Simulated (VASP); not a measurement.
# CuI (F-43m) in VASP: notebook, part 2 of 3

VASP 6.6.1. The steps go on from the part before.

### 3 Single point, r2SCAN

This run uses another cell than the first one, of 27.32 Å³/atom.

POSCAR

```
CuI
1.0
    0.0000000000      3.0117341548      3.0117341548
    3.0117341548      0.0000000000      3.0117341548
    3.0117341548      3.0117341548      0.0000000000
Cu I
1 1
Direct
    0.2500000000      0.2500000000      0.2500000000
    0.0000000000      0.0000000000      0.0000000000
```

INCAR.step1

```
  PREC = Accurate
  ENCUT = 520
  ISMEAR = 0
  SIGMA = 0.02
  LREAL = F
  LASPH = T
  NELM = 60
  NBANDS = 16
  GGA = PE
  ALGO = Normal
  EDIFF = 1E-4
  LWAVE = T
  LCHARG = F
```

INCAR.step2

```
  PREC = Accurate
  ENCUT = 520
  EDIFF = 1E-7
  ISMEAR = 0
  SIGMA = 0.02
  LREAL = F
  LASPH = T
  NELM = 60
  ALGO = Normal
  ISIF = 2
  LWAVE = F
  LCHARG = F
  METAGGA = R2SCAN
  LMIXTAU = T
  NBANDS = 16
  ISTART = 1
```

KPOINTS

```
Automatic mesh
0
Gamma
  8 8 8
```

Potentials or basis: VASP PAW PBE potentials, release 64 (Cu, I).

Command:

```
$ cat potpaw_PBE.64/Cu/POTCAR potpaw_PBE.64/I/POTCAR > POTCAR
$ cp INCAR.step1 INCAR
$ mpirun -np 1 vasp_std > vasp.out
$ cp INCAR.step2 INCAR
$ mpirun -np 1 vasp_std > vasp.out
```

OUTCAR:

```text
PREC = Accurate
   ENCUT = 520
   EDIFF = 1E-7
   ISMEAR = 0
   LREAL = F
   LASPH = T
   NELM = 60
   ISIF = 2
   METAGGA = R2SCAN
   ISTART = 1

 ion  position               nearest neighbor table
   1  0.250  0.250  0.250-   2 2.61   2 2.61   2 2.61   2 2.61
   2  0.000  0.000  0.000-   1 2.61   1 2.61   1 2.61   1 2.61

  LATTYP: Found a face centered cubic cell.
 ALAT       =     6.0234683096

  Lattice vectors:

 A1 = (   0.0000000000,   3.0117341548,   3.0117341548)
 A2 = (   3.0117341548,   0.0000000000,   3.0117341548)
 A3 = (   3.0117341548,   3.0117341548,   0.0000000000)

Analysis of symmetry for initial positions (statically):
=====================================================================
 Subroutine PRICEL returns:
 Original cell was already a primitive cell.

 Routine SETGRP: Setting up the symmetry group for a
 face centered cubic supercell.

 Subroutine GETGRP returns: Found 24 space group operations
 (whereof 24 operations were pure point group operations)
 out of a pool of 48 trial point group operations.

The static configuration has the point symmetry T_d .

[... 158 lines left out ...]
  energy without entropy =      -35.79549755  energy(sigma->0) =      -35.79549755

 E-fermi :   4.5775     XC(G=0):  -9.5467

 val. band max:        4.4730276210   @ k =   0.0000   0.0000   0.0000
 cond. band min:       6.1455718261   @ k =   0.0000   0.0000   0.0000
 fundamental gap:      1.6725442051
 Fermi energy:         4.5775461739

 k-point     1 :       0.0000    0.0000    0.0000
  band No.  band energies     occupation
      1     -10.1589      2.00000
      2       0.5828      2.00000
      3       0.5828      2.00000
      4       0.5828      2.00000
      5       2.5560      2.00000
      6       2.5560      2.00000
[... 433 lines left out ...]
      3       0.0133      2.00000
      4       0.5483      2.00000
      5       2.4796      2.00000
      6       2.5655      2.00000
[... 8 lines left out ...]
     15      15.7509      0.00000
     16      16.4403      0.00000

 [... further k-points ...]

------------------------ aborting loop because EDIFF is reached ----------------------------------------

  FORCE on cell =-STRESS in cart. coord.  units (eV):
  Direction    XX          YY          ZZ          XY          YZ          ZX
  --------------------------------------------------------------------------------------
  -------------------------------------------------------------------------------------
  Total       -0.0152140     -0.0152140     -0.0152140      0.0000000     -0.0000000      0.0000000
  in kB       -0.4461434     -0.4461434     -0.4461434      0.0000000     -0.0000000      0.0000000
  external PRESSURE =      -0.4461434 kB  Pullay stress =       0.0000000 kB

 VOLUME and BASIS-vectors are now :
 -----------------------------------------------------------------------------
  energy-cutoff  :      520.00
  volume of cell :       54.64
      direct lattice vectors                 reciprocal lattice vectors
     0.000000000  3.011734155  3.011734155    -0.166017309  0.166017309  0.166017309
     3.011734155  0.000000000  3.011734155     0.166017309 -0.166017309  0.166017309
     3.011734155  3.011734155  0.000000000     0.166017309  0.166017309 -0.166017309

 POSITION                                       TOTAL-FORCE (eV/Angst)
 -----------------------------------------------------------------------------------
      1.50587      1.50587      1.50587        -0.000000      0.000000      0.000000
      0.00000      0.00000      0.00000         0.000000     -0.000000     -0.000000
 -----------------------------------------------------------------------------------
    total drift:                               -0.000010     -0.000010     -0.000010

  FREE ENERGIE OF THE ION-ELECTRON SYSTEM (eV)
  ---------------------------------------------------
  free  energy   TOTEN  =       -35.7954975490 eV

  energy  without entropy=      -35.7954975490  energy(sigma->0) =      -35.79549755
```

OSZICAR.step1:

```text
N       E                     dE             d eps       ncg     rms          rms(c)
DAV:   1     0.945792151903E+02    0.94579E+02   -0.75848E+03   928   0.119E+03
DAV:   2     0.293776972320E+00   -0.94285E+02   -0.85402E+02   976   0.227E+02
DAV:   3    -0.562246605731E+01   -0.59162E+01   -0.58372E+01  1304   0.611E+01
DAV:   4    -0.577684385172E+01   -0.15438E+00   -0.15433E+00  1096   0.939E+00
DAV:   5    -0.578566235105E+01   -0.88185E-02   -0.88184E-02  1408   0.249E+00    0.545E+00
DAV:   6    -0.570781726763E+01    0.77845E-01   -0.27664E+00   952   0.451E+01    0.348E+00
DAV:   7    -0.555759762566E+01    0.15022E+00   -0.66736E-01   968   0.271E+01    0.172E+00
DAV:   8    -0.555871658260E+01   -0.11190E-02   -0.34833E-02  1440   0.253E+00    0.458E-01
DAV:   9    -0.555646053833E+01    0.22560E-02   -0.82857E-03  1168   0.269E+00    0.146E-01
DAV:  10    -0.555663937813E+01   -0.17884E-03   -0.59785E-04  1088   0.151E-01    0.402E-02
DAV:  11    -0.555664333983E+01   -0.39617E-05   -0.19550E-04  1168   0.399E-01
   1 F= -.55566433E+01 E0= -.55566433E+01  d E =-.144157E-21
```

Wall time 2.1 min (1 thread of Intel Xeon 8259CL, shared host); peak memory 0.2 GiB.

What came out:

* Free energy: -35.7955 eV
* Pressure: 0.0 GPa
* Band gap on the k mesh: 1.67 eV

Caveat: the PAW data sets were made with another functional, which shifts forces and pressure a little; spin-orbit coupling is left out, which moves the levels of the heavy elements. r2SCAN opens gaps a little over a GGA but as a rule still falls short of measured ones.

### 4 Single point, r2SCAN

This run uses another cell than the first one, of 27.32 Å³/atom.

POSCAR is that of step 3.

INCAR.step1

```
SYSTEM = CuI
ALGO     = Normal         ! electronic algorithm
EDIFF    = 1E-4           ! SCF threshold, eV
ENCUT    = 520            ! plane-wave cutoff, eV
GGA      = PE             ! functional
ISMEAR   = 0              ! smearing method
LASPH    = .TRUE.         ! aspherical terms in the spheres
LCHARG   = .FALSE.        ! write CHGCAR
LREAL    = .FALSE.        ! projectors in reciprocal space
LWAVE    = .TRUE.         ! write WAVECAR
NBANDS   = 16             ! bands
NELM     = 80             ! most SCF steps
PREC     = Accurate       ! precision mode
SIGMA    = 0.02           ! smearing width, eV
```

INCAR.step2

```
SYSTEM = CuI
ALGO     = Normal         ! electronic algorithm
EDIFF    = 1E-6           ! SCF threshold, eV
ENCUT    = 520            ! plane-wave cutoff, eV
ISIF     = 2              ! what is computed and relaxed
ISMEAR   = 0              ! smearing method
ISTART   = 1            
LASPH    = .TRUE.         ! aspherical terms in the spheres
LCHARG   = .FALSE.        ! write CHGCAR
LMIXTAU  = .TRUE.       
LREAL    = .FALSE.        ! projectors in reciprocal space
LWAVE    = .FALSE.        ! write WAVECAR
METAGGA  = R2SCAN         ! meta-GGA
NBANDS   = 16             ! bands
NELM     = 80             ! most SCF steps
PREC     = Accurate       ! precision mode
SIGMA    = 0.02           ! smearing width, eV
```

KPOINTS

```
k-points
0
G
  8 8 8
  0 0 0
```

Potentials or basis: VASP PAW PBE potentials, release 64 (Cu, I).

Command:

```
$ cat potpaw_PBE.64/Cu/POTCAR potpaw_PBE.64/I/POTCAR > POTCAR
$ cp INCAR.step1 INCAR
$ mpirun -np 1 vasp_std > vasp.out
$ cp INCAR.step2 INCAR
$ mpirun -np 1 vasp_std > vasp.out
```

OUTCAR:

```text
SYSTEM = CuI
   EDIFF = 1E-6
   ENCUT = 520
   ISIF = 2
   ISMEAR = 0
   ISTART = 1
   LASPH = .TRUE.
   LREAL = .FALSE.
   METAGGA = R2SCAN
   NELM = 80
   PREC = Accurate

 ion  position               nearest neighbor table
   1  0.250  0.250  0.250-   2 2.61   2 2.61   2 2.61   2 2.61
   2  0.000  0.000  0.000-   1 2.61   1 2.61   1 2.61   1 2.61

  LATTYP: Found a face centered cubic cell.
 ALAT       =     6.0234683096

  Lattice vectors:

 A1 = (   0.0000000000,   3.0117341548,   3.0117341548)
 A2 = (   3.0117341548,   0.0000000000,   3.0117341548)
 A3 = (   3.0117341548,   3.0117341548,   0.0000000000)

Analysis of symmetry for initial positions (statically):
=====================================================================
 Subroutine PRICEL returns:
 Original cell was already a primitive cell.

 Routine SETGRP: Setting up the symmetry group for a
 face centered cubic supercell.

 Subroutine GETGRP returns: Found 24 space group operations
 (whereof 24 operations were pure point group operations)
 out of a pool of 48 trial point group operations.

The static configuration has the point symmetry T_d .

Analysis of symmetry for dynamics (positions and initial velocities):
=====================================================================
 Subroutine PRICEL returns:
 Original cell was already a primitive cell.

 Routine SETGRP: Setting up the symmetry group for a
 face centered cubic supercell.

 Subroutine GETGRP returns: Found 24 space group operations
 (whereof 24 operations were pure point group operations)
 out of a pool of 48 trial point group operations.

The dynamic configuration has the point symmetry T_d .

 Subroutine INISYM returns: Found 24 space group operations
 (whereof 24 operations are pure point group operations),
 and found     1 'primitive' translations

----------------------------------------------------------------------------------------

                                     Primitive cell

  volume of cell :      54.6361

  direct lattice vectors                    reciprocal lattice vectors
     0.000000000  3.011734155  3.011734155    -0.166017309  0.166017309  0.166017309
     3.011734155  0.000000000  3.011734155     0.166017309 -0.166017309  0.166017309
     3.011734155  3.011734155  0.000000000     0.166017309  0.166017309 -0.166017309

  length of vectors
     4.259235288  4.259235288  4.259235288     0.287550414  0.287550414  0.287550414

  position of ions in fractional coordinates (direct lattice)
     0.250000000  0.250000000  0.250000000
     0.000000000  0.000000000  0.000000000

  ion indices of the primitive-cell ions
   primitive index   ion index
                 1           1
                 2           2

----------------------------------------------------------------------------------------

 KPOINTS: k-points

Automatic generation of k-mesh.
 Grid dimensions read from file:
 generate k-points for:    8    8    8

 Generating k-lattice:

  Cartesian coordinates                     Fractional coordinates (reciprocal lattice)
    -0.020752164  0.020752164  0.020752164     0.125000000  0.000000000  0.000000000
     0.020752164 -0.020752164  0.020752164     0.000000000  0.125000000  0.000000000
     0.020752164  0.020752164 -0.020752164     0.000000000  0.000000000  0.125000000

  Length of vectors
     0.035943802  0.035943802  0.035943802

  Shift w.r.t. Gamma in fractional coordinates (k-lattice)
     0.000000000  0.000000000  0.000000000

 Subroutine IBZKPT returns following result:
 ===========================================

 Found     29 irreducible k-points:

 Following reciprocal coordinates:
            Coordinates               Weight
  0.000000  0.000000  0.000000      1.000000
  0.125000  0.000000  0.000000      8.000000
  0.250000  0.000000  0.000000      8.000000
  0.375000  0.000000  0.000000      8.000000
  0.500000  0.000000  0.000000      4.000000
  0.125000  0.125000  0.000000      6.000000
[... 16 lines left out ...]
  0.500000  0.250000  0.125000     48.000000
 -0.375000  0.250000  0.125000     24.000000
 [... further k-points ...]
   k-points           NKPTS =     29   k-points in BZ     NKDIM =     29   number of bands    NBANDS=     16
   number of dos      NEDOS =    301   number of ions     NIONS =      2
   total plane-waves  NPLWV =  32768
   dimension x,y,z NGX =    32 NGY =   32 NGZ =   32
   dimension x,y,z NGXF=    64 NGYF=   64 NGZF=   64
   ions per type =               1   1
   NGX,Y,Z   is equivalent  to a cutoff of  12.49, 12.49, 12.49 a.u.
   NGXF,Y,Z  is equivalent  to a cutoff of  24.98, 24.98, 24.98 a.u.
 SYSTEM =  CuI
   PREC   = accura    normal or accurate (medium, high low for compatibility)
   ISTART =      1    job   : 0-new  1-cont  2-samecut
   ICHARG =      0    charge: 1-file 2-atom 10-const
   ISPIN  =      1    spin polarized calculation?
   LNONCOLLINEAR =      F non collinear calculations
   LSORBIT =      F    spin-orbit coupling
   LASPH  =      T    aspherical Exc in radial PAW
   ENCUT  =  520.0 eV  38.22 Ry    6.18 a.u.   7.92  7.92  7.92*2*pi/ulx,y,z
   NELM   =     80;   NELMIN=  2; NELMDL=  0     # of ELM steps
   EDIFF  = 0.1E-05   stopping-criterion for ELM
   LREAL  =      F    real-space projection
   EDIFFG = 0.1E-04   stopping-criterion for IOM
   NSW    =      0    number of steps for IOM
   IBRION =     -1    ionic relax: 0-MD 1-quasi-New 2-CG
   NFREE  =      0    steps in history (QN), initial steepest desc. (CG)
   ISIF   =      2    stress and relaxation
   ISYM   =      2    0-nonsym 1-usesym 2-fastsym
   POTIM  = 0.5000    time-step for ionic-motion
   TEBEG  =    0.0;   TEEND  =   0.0 temperature during run
   PSTRESS=    0.0 pullay stress
   NELECT =      18.0000    total number of electrons
   NUPDOWN=      -1.0000    fix difference up-down
   EMIN   =  10.00;   EMAX   =-10.00  energy-range for DOS
   EFERMI =   0.00;   METHOD = LEGACY
   ISMEAR =     0;   SIGMA  =   0.02  broadening in eV -4-tet -1-fermi 0-gaus
   EFERMI_NEDOS =   21; number of points for ismear=-14 and -15
   IALGO  =     38    algorithm
   IMIX   =      4    mixing-type and parameters
     AMIX     =   0.40;   BMIX     =  1.00
     AMIX_MAG =   1.60;   BMIX_MAG =  1.00
  volume/ion in A,a.u.               =      27.32       184.35
  Fermi-wavevector in a.u.,A,eV,Ry     =   1.130678  2.136672 17.394141  1.278433
  Thomas-Fermi vector in A             =   2.267375
   LORBIT       =      0    0 simple, 1 ext, 2 COOP (PROOUT), +10 PAW based schemes
   METAGGA = R2SCAN    functional components
   LHFCALC =     F    Hartree Fock is set to
   AEXX    =    0.0000 exact exchange contribution
   IVDW    =     0    specifies the selected vdW correction
   LEPSILON=     F    determine dielectric tensor
   LRPA    =     F    only Hartree local field effects (RPA)
 non-spin polarized calculation
 Gauss-broadening in eV      SIGMA  =   0.02
  energy-cutoff  :      520.00
  volume of cell :       54.64
 maximum number of plane-waves:      1480
   NGX = 15   NGY = 15   NGZ = 15

 number of electron      18.0000016 magnetization

 Free energy of the ion-electron system (eV)
  ---------------------------------------------------
  ext. energy  EPLUGINS =         0.00000000
  ---------------------------------------------------
  free energy    TOTEN  =       -35.79549658 eV

  energy without entropy =      -35.79549658  energy(sigma->0) =      -35.79549658

 E-fermi :   4.5780     XC(G=0):  -9.5468

 val. band max:        4.4730961232   @ k =   0.0000   0.0000   0.0000
 cond. band min:       6.1455996610   @ k =   0.0000   0.0000   0.0000
 fundamental gap:      1.6725035378
 Fermi energy:         4.5779852299

 k-point     1 :       0.0000    0.0000    0.0000
  band No.  band energies     occupation
      1     -10.1588      2.00000
      2       0.5828      2.00000
      3       0.5829      2.00000
      4       0.5829      2.00000
      5       2.5560      2.00000
      6       2.5560      2.00000
[... 8 lines left out ...]
     15      14.5044      0.00000
     16      14.5044      0.00000
[... 419 lines left out ...]
 k-point    24 :      -0.3750    0.2500    0.1250
  band No.  band energies     occupation
      1      -9.4456      2.00000
      2      -1.1625      2.00000
      3       0.0133      2.00000
      4       0.5484      2.00000
      5       2.4797      2.00000
      6       2.5655      2.00000
[... 8 lines left out ...]
     15      15.7511      0.00000
     16      16.4404      0.00000

 [... further k-points ...]

------------------------ aborting loop because EDIFF is reached ----------------------------------------

  FORCE on cell =-STRESS in cart. coord.  units (eV):
  Direction    XX          YY          ZZ          XY          YZ          ZX
  --------------------------------------------------------------------------------------
  -------------------------------------------------------------------------------------
  Total       -0.0181834     -0.0181834     -0.0181834      0.0000000     -0.0000000     -0.0000000
  in kB       -0.5332189     -0.5332189     -0.5332189      0.0000000     -0.0000000     -0.0000000
  external PRESSURE =      -0.5332189 kB  Pullay stress =       0.0000000 kB

 VOLUME and BASIS-vectors are now :
 -----------------------------------------------------------------------------
  energy-cutoff  :      520.00
  volume of cell :       54.64
      direct lattice vectors                 reciprocal lattice vectors
     0.000000000  3.011734155  3.011734155    -0.166017309  0.166017309  0.166017309
     3.011734155  0.000000000  3.011734155     0.166017309 -0.166017309  0.166017309
     3.011734155  3.011734155  0.000000000     0.166017309  0.166017309 -0.166017309

 POSITION                                       TOTAL-FORCE (eV/Angst)
 -----------------------------------------------------------------------------------
      1.50587      1.50587      1.50587         0.000000     -0.000000      0.000000
      0.00000      0.00000      0.00000        -0.000000      0.000000     -0.000000
 -----------------------------------------------------------------------------------
    total drift:                               -0.000010     -0.000010     -0.000010

  FREE ENERGIE OF THE ION-ELECTRON SYSTEM (eV)
  ---------------------------------------------------
  free  energy   TOTEN  =       -35.7954965763 eV

  energy  without entropy=      -35.7954965763  energy(sigma->0) =      -35.79549658
```

Wall time 1.7 min (1 thread of Intel Xeon 8259CL, shared host); peak memory 0.2 GiB.

Results:

| Item | Value |
| --- | --- |
| Free energy | -35.7955 eV |
| Pressure | -0.1 GPa |
| Band gap on the k mesh | 1.67 eV |

Caveat: the PAW data sets were made with another functional, which shifts forces and pressure a little; spin-orbit coupling is left out, which moves the levels of the heavy elements.

(Part 2 of 3 ends here.)
